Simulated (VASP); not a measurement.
**AlRu: single point with r2SCAN**

Crystal: AlRu.

```
Al Ru
1.0
     2.99160    0.00000    0.00000
     0.00000    2.99160    0.00000
     0.00000    0.00000    2.99160
Al Ru
1 1
Direct
  0.00000 0.00000 0.00000
  0.50000 0.50000 0.50000
```

- Program: VASP 6.6.1
- Task: single point
- Functional: r2SCAN
- Potentials or basis: VASP PAW PBE potentials, release 64 (Al, Ru_pv)
- Cutoff: 520 eV
- k mesh: 10 × 10 × 10
- Occupations: fermi-dirac, width 0.1 eV
- Spin: no spin polarisation
- Dipole correction: no
- Further INCAR settings: ALGO = Normal; EDIFF = 1e-06; NBANDS = 16

```
Pressure : -1.7 GPa
```

Levels at points of the mesh, in eV from the Fermi level:
```csv
k point,band 6,band 7,band 8,band 9,band 10,band 11,band 12,band 13
"(0.00, 0.00, 0.00)",-3.71,0.14,0.14,0.14,6.49,6.49,6.49,10.33
"(0.50, 0.00, 0.00)",-2.83,-1.72,-1.72,0.40,2.48,7.72,10.33,11.59
"(0.50, 0.50, 0.00)",-1.50,-1.50,-1.28,-1.28,1.70,5.63,6.73,10.33
"(0.50, 0.50, 0.50)",-4.94,1.79,1.79,3.18,4.30,4.30,4.30,8.94
```

It took 2.1 min on 1 thread of AMD EPYC 7R43 64-Core Processor (Zen 3), with other jobs on the host, peak memory 0.12 GiB.

Caveat: the PAW data sets were made with another functional, which shifts forces and pressure a little.
